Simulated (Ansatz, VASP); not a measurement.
# InSb5 in VASP and in Ansatz

```
In Sb
1.0
     5.08935    0.00000    0.00000
    -2.54467    4.40751    0.00000
     0.00000    0.00000    9.67441
In Sb
1 5
Cartesian
  0.0000 0.0000 0.0000
  2.5447 0.0000 4.8372
  -1.2723 2.2038 4.8372
  1.2723 2.2038 4.8372
  0.0000 0.0000 6.5747
  0.0000 0.0000 3.0998
```

Alike in both runs: task single point; functional PBE; k mesh 6 × 6 × 2; occupations gaussian, width 0.1 eV; no spin polarisation.

|  | VASP | Ansatz |
| --- | --- | --- |
| version | VASP 6.6.1 | Ansatz 0.2.0 |
| potentials or method | VASP PAW PBE potentials, release 64 (In_d, Sb), cutoff 520 eV | scalar-relativistic, plane waves, PAW |
| valence electrons in the cell | 38 | 88 |

```csv
,VASP,Ansatz,Ansatz less VASP
gap on the k mesh at the Fermi level (eV),none,none,-
pressure (GPa),22.9,22.5,-0.41
"traceless stress, the component that is largest in VASP (GPa)",-18.72,-18.33,+0.384
rms of the force components (eV/Å),0.570,0.563,-0.0077
```

Atom by atom the forces differ by 0.008 eV/Å (rms over components). A gap of «none» marks a metal or a gap that the smearing closes. VASP's potentials hold 38 valence electrons a cell and Ansatz's 88, so a difference there can come from the potentials and not from the codes.

Neither program's run includes spin-orbit coupling.
